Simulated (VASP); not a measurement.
# Sn (I4_1/amd) in VASP: a series of runs, part 2 of 2

VASP 6.6.1. The steps go on from the part before.

### 3 Single point, LDA

Contents of INCAR:

```
PREC = Accurate ; ENCUT = 520
EDIFF = 1E-6 ; ISMEAR = -1
SIGMA = 0.05 ; LREAL = False
LASPH = True ; NELM = 60
ALGO = Normal ; ISIF = 2
LWAVE = False ; LCHARG = True
GGA = CA ; LELF = True
LVHAR = True ; NBANDS = 21
```

Contents of KPOINTS:

```
Automatic mesh
0
Gamma
  9 9 9
```

Contents of POSCAR:

```
Sn
1.0
   -2.8936983101      2.8936983101      1.5633128378
    2.8936983101     -2.8936983101      1.5633128378
    2.8936983101      2.8936983101     -1.5633128378
Sn
2
Direct
    0.0000000000      0.0000000000      0.0000000000
    0.7500000000      0.2500000000      0.5000000000
```

Potentials or basis: VASP PAW LDA potentials, release 64 (Sn_d).

Command:

```console
$ cat potpaw_LDA.64/Sn_d/POTCAR > POTCAR
$ mpirun -np 1 vasp_std > vasp.out
```

OUTCAR:

```text
PREC = Accurate
   ENCUT = 520
   EDIFF = 1E-6
   ISMEAR = -1
   LREAL = False
   LASPH = True
   NELM = 60
   ISIF = 2
   GGA = CA

 ion  position               nearest neighbor table
   1  0.000  0.000  0.000-   2 3.00   2 3.00   2 3.00   2 3.00   2 3.72   2 3.72   2 3.72   2 3.72

   2  0.750  0.250  0.500-   1 3.00   1 3.00   1 3.00   1 3.00   1 3.72   1 3.72   1 3.72   1 3.72

  LATTYP: Found a body centered tetragonal cell.
 ALAT       =     5.7873966202
 C/A-ratio  =     0.5402473480
[... 767 lines left out ...]

------------------------ aborting loop because EDIFF is reached ----------------------------------------

  FORCE on cell =-STRESS in cart. coord.  units (eV):
  Direction    XX          YY          ZZ          XY          YZ          ZX
  --------------------------------------------------------------------------------------
  -------------------------------------------------------------------------------------
  Total        0.0028722      0.0028722     -0.0022791      0.0000000      0.0000000      0.0000000
  in kB        0.0878837      0.0878837     -0.0697355      0.0000000      0.0000000      0.0000000
  external PRESSURE =       0.0353440 kB  Pullay stress =       0.0000000 kB

 VOLUME and BASIS-vectors are now :
 -----------------------------------------------------------------------------
  energy-cutoff  :      520.00
  volume of cell :       52.36
      direct lattice vectors                 reciprocal lattice vectors
    -2.893698310  2.893698310  1.563312838     0.000000000  0.172789264  0.319833617
     2.893698310 -2.893698310  1.563312838     0.172789264  0.000000000  0.319833617
     2.893698310  2.893698310 -1.563312838     0.172789264  0.172789264  0.000000000

 POSITION                                       TOTAL-FORCE (eV/Angst)
 -----------------------------------------------------------------------------------
      0.00000      0.00000      0.00000        -0.000000      0.000000     -0.000000
     -0.00000      2.89370      0.78166         0.000000     -0.000000      0.000000
 -----------------------------------------------------------------------------------
    total drift:                               -0.000000      0.000000     -0.000000

  FREE ENERGIE OF THE ION-ELECTRON SYSTEM (eV)
  ---------------------------------------------------
  free  energy   TOTEN  =        -8.9755286078 eV

  energy  without entropy=       -8.9676887011  energy(sigma->0) =       -8.97160865
```

stdout:

```text
POSCAR found type information on POSCAR Sn
 POSCAR found :  1 types and       2 ions
 scaLAPACK will be used
 LDA part: xc-table for (Slater(with rela. corr.)+CA(PZ))
 , standard interpolation
 POSCAR, INCAR and KPOINTS ok, starting setup
 FFT: planning ... GRIDC
 FFT: planning ... GRID_SOFT
 FFT: planning ... GRID
 WAVECAR not read
 entering main loop
```

Wall time 27 s (1 thread of Intel Xeon 6975P-C (Granite Rapids), shared host); peak memory 0.21 GiB.

What came out:

```yaml
Free_energy: -8.9755 eV
Pressure: 0.0 GPa
Band_gap_on_the_k_mesh: zero (band 14 reaches 9.39 eV, above the bottom of band 15 at 5.25 eV)
```

Levels at points of the mesh, in eV from the Fermi level:
```tsv
k point	band 11	band 12	band 13	band 14	band 15	band 16	band 17	band 18
(0.00, 0.00, 0.00)	-11.44	-3.73	-2.12	-2.12	2.98	6.25	6.25	7.13
```

Caveat: spin-orbit coupling is left out, which moves the levels of the heavy elements.

### 4 Single point, PBE

This run uses another cell than the first one, of 27.65 Å³/atom, 1.055 times its volume.

Contents of INCAR:

```
SYSTEM = Sn
PREC     = Accurate       ! precision mode
ENCUT    = 520            ! plane-wave cutoff, eV
EDIFF    = 1E-6           ! SCF threshold, eV
ISMEAR   = 0              ! smearing method
SIGMA    = 0.027000000000000003 ! smearing width, eV
LREAL    = .False.        ! projectors in reciprocal space
LASPH    = .True.         ! aspherical terms in the spheres
NELM     = 100            ! most SCF steps
ALGO     = Normal         ! electronic algorithm
ISIF     = 2              ! what is computed and relaxed
LWAVE    = .False.        ! write WAVECAR
LCHARG   = .False.        ! write CHGCAR
GGA      = PE             ! functional
NBANDS   = 21             ! bands
```

Contents of KPOINTS:

```
regular mesh
0
Gamma
  9 9 9
  0 0 0
```

Contents of POSCAR:

```
Sn
1.0
   -2.9401404553      2.9401404553      1.5993019889
    2.9401404553     -2.9401404553      1.5993019889
    2.9401404553      2.9401404553     -1.5993019889
Sn
2
Direct
    0.0000000000      0.0000000000      0.0000000000
    0.7500000000      0.2500000000      0.5000000000
```

Potentials or basis: VASP PAW PBE potentials, release 64 (Sn_d).

Command:

```console
$ cat potpaw_PBE.64/Sn_d/POTCAR > POTCAR
$ mpirun -np 1 vasp_std > vasp.out
```

It took 30 s on 1 thread of Intel Xeon 6975P-C (Granite Rapids), shared host; peak memory 0.23 GiB.

The run converged. Its results:

```yaml
Free_energy: -7.5973 eV
Pressure: 1.4 GPa
Band_gap_on_the_k_mesh: zero (band 14 reaches 8.97 eV, above the bottom of band 15 at 5.01 eV)
```

Stress tensor (GPa, compression positive):
```
1.47 0.00 0.00
0.00 1.47 0.00
0.00 0.00 1.18
```

Levels at points of the mesh, in eV from the Fermi level:
```tsv
k point	band 12	band 13	band 14	band 15	band 16	band 17
(0.00, 0.00, 0.00)	-3.71	-1.94	-1.94	2.99	6.11	6.11
```

Caveat: spin-orbit coupling is left out, which moves the levels of the heavy elements.

### 5 Single point, PBE

This run uses another cell than the first one, of 27.65 Å³/atom, 1.055 times its volume.

Contents of INCAR:

```
SYSTEM = Sn
PREC = Accurate ; ENCUT = 520
EDIFF = 1E-7 ; ISMEAR = 0
SIGMA = 0.028000000000000004 ; LREAL = .False.
LASPH = .True. ; NELM = 100
ALGO = Normal ; ISIF = 2
LWAVE = .False. ; LCHARG = .False.
GGA = PE ; NBANDS = 21
```

Contents of KPOINTS:

```
Automatic mesh
0
Gamma
  9 9 9
  0 0 0
```

POSCAR is that of step 4.

Command:

```console
$ cat potpaw_PBE.64/Sn_d/POTCAR > POTCAR
$ mpirun -np 1 vasp_std > vasp.out
```

Run time: 33 s. Hardware: 1 thread of Intel Xeon 6975P-C (Granite Rapids), shared host; peak memory 0.24 GiB.

Results (log left out):

```
Free energy            : -7.5973 eV
Pressure               : 1.4 GPa
Band gap on the k mesh : zero (band 14 reaches 8.97 eV, above the bottom of band 15 at 5.01 eV)
```

Stress tensor (GPa, compression positive):
```
1.47 0.00 0.00
0.00 1.47 0.00
0.00 0.00 1.17
```

Levels at points of the mesh, in eV from the Fermi level:
```tsv
k point	band 10	band 11	band 12	band 13	band 14	band 15	band 16	band 17	band 18	band 19
(0.00, 0.00, 0.00)	-21.17	-11.00	-3.71	-1.94	-1.94	2.99	6.11	6.11	6.73	6.84
```

Caveat: spin-orbit coupling is left out, which moves the levels of the heavy elements.

### 6 The runs side by side

```csv
level,potentials or basis,cell,smearing,gap on the mesh (eV),pressure (GPa)
PBEsol+D4,"VASP PAW PBE potentials, release 64 (Sn_d)","a = 4.383 Å, angles 97.3, 97.3, 138.2°, 2 atoms",fermi-dirac 0.05 eV,none,-0.1
LDA,"VASP PAW LDA potentials, release 64 (Sn_d)","a = 4.381 Å, angles 97.3, 97.3, 138.2°, 2 atoms",fermi-dirac 0.05 eV,none,0.0
PBE,"VASP PAW PBE potentials, release 64 (Sn_d)","a = 4.455 Å, angles 97.4, 97.4, 137.9°, 2 atoms",gaussian 0.027 eV,none,1.4
PBE,"VASP PAW PBE potentials, release 64 (Sn_d)","a = 4.455 Å, angles 97.4, 97.4, 137.9°, 2 atoms",gaussian 0.028 eV,none,1.4
```

Alike in all rows: task single point; no spin polarisation; k mesh 9 × 9 × 9; cutoff (eV) 520.

Caveats: spin-orbit coupling is left out, which moves the levels of the heavy elements; the PAW data sets were made with another functional, which shifts forces and pressure a little (some runs); pairwise dispersion overbinds metals, which lowers pressure and volume (some runs).

Total energies depend on the potentials used, so only differences within one code and one set of settings carry meaning.
